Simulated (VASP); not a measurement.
A run of VASP 6.6.1 is set up as follows.

The input POSCAR:

```
InS3
1.0
    1.6374100000     -5.1229600000      0.0000000000
    0.0000000000      2.8231530000     -4.5777300000
    7.1953990000      5.1229600000      0.0000000000
S In
6 2
Direct
    0.8333000000      0.7500000000      0.7500000000
    0.2500000000      0.3333000000      0.7500000000
    0.6667000000      0.1667000000      0.7500000000
    0.1667000000      0.2500000000      0.2500000000
    0.7500000000      0.6667000000      0.2500000000
    0.3333000000      0.8333000000      0.2500000000
    0.0000000000      0.0000000000      0.0000000000
    0.5000000000      0.5000000000      0.5000000000
```

The input INCAR.step1:

```
  ALGO = Normal
  EDIFF = 1E-4
  ENCUT = 520
  GGA = PE
  ISMEAR = 0
  LASPH = T
  LCHARG = F
  LREAL = F
  LWAVE = T
  NBANDS = 41
  NELM = 80
  PREC = Accurate
  SIGMA = 0.0128
```

Contents of INCAR.step2:

```
  ALGO = Normal
  EDIFF = 1E-7
  ENCUT = 520
  ISIF = 2
  ISMEAR = 0
  ISTART = 1
  LASPH = T
  LCHARG = F
  LMIXTAU = T
  LREAL = F
  LWAVE = F
  METAGGA = R2SCAN
  NBANDS = 41
  NELM = 80
  PREC = Accurate
  SIGMA = 0.0128
```

Contents of KPOINTS:

```
k-points
0
Gamma
  4 4 4
```

Potentials or basis: VASP PAW PBE potentials, release 64 (S, In_d).

Command:

```bash
$ cat potpaw_PBE.64/S/POTCAR potpaw_PBE.64/In_d/POTCAR > POTCAR
$ cp INCAR.step1 INCAR
$ mpirun -np 1 vasp_std > vasp.out
$ cp INCAR.step2 INCAR
$ mpirun -np 1 vasp_std > vasp.out
```

**Question.** What does it give for the largest force?

**Answer.** 0.096 eV/Å.

**Question.** Estimate the band gap on the k mesh.

**Answer.** Zero (band 31 reaches 4.32 eV, above the bottom of band 32 at 2.59 eV).

**Question.** Predict the pressure.

**Answer.** -1.0 GPa.

Forces in eV/Å, atoms in the order of the input:
```
S   -0.029  0.091  0.000
S    0.000 -0.050  0.081
S    0.029 -0.041 -0.081
S    0.029 -0.091  0.000
S    0.000  0.050 -0.081
S   -0.029  0.041  0.081
In   0.000  0.000  0.000
In   0.000  0.000  0.000
```

Caveat: the PAW data sets were made with another functional, which shifts forces and pressure a little; spin-orbit coupling is left out, which moves the levels of the heavy elements.
